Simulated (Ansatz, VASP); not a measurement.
Al2GaP2: VASP beside Ansatz

```xyz
5
Lattice="3.3614 0.0000 0.0000 0.0000 3.3614 0.0000 0.0000 0.0000 9.6562" Properties=species:S:1:pos:R:3 pbc="T T T"
Al    1.6807    1.6807    7.3035
Al    1.6807    1.6807    2.3527
Ga    0.0000    0.0000    4.8281
P     1.6807    1.6807    4.8281
P     1.6807    1.6807    0.0000
```

Alike in both runs: functional PBE; k mesh 6 × 6 × 2; occupations gaussian, width 0.1 eV; no spin polarisation.

Ansatz relaxed the structure, and its values are those at the end. VASP's run is a single point on that final structure, the one shown.

```csv
,VASP,Ansatz
version,VASP 6.6.1,Ansatz 0.2.0
potentials or method,"VASP PAW PBE potentials, release 64 (Al, Ga_d, P), cutoff 520 eV","scalar-relativistic, plane waves, PAW"
valence electrons in the cell,29,29
```

```tsv
	VASP	Ansatz	Ansatz less VASP
gap on the k mesh at the Fermi level (eV)	none	none	-
pressure (GPa)	0.0	0.0	+0.02
```

A gap of «none» marks a metal or a gap that the smearing closes. With one functional, cell and mesh, what is left measures potentials, basis and numerics.
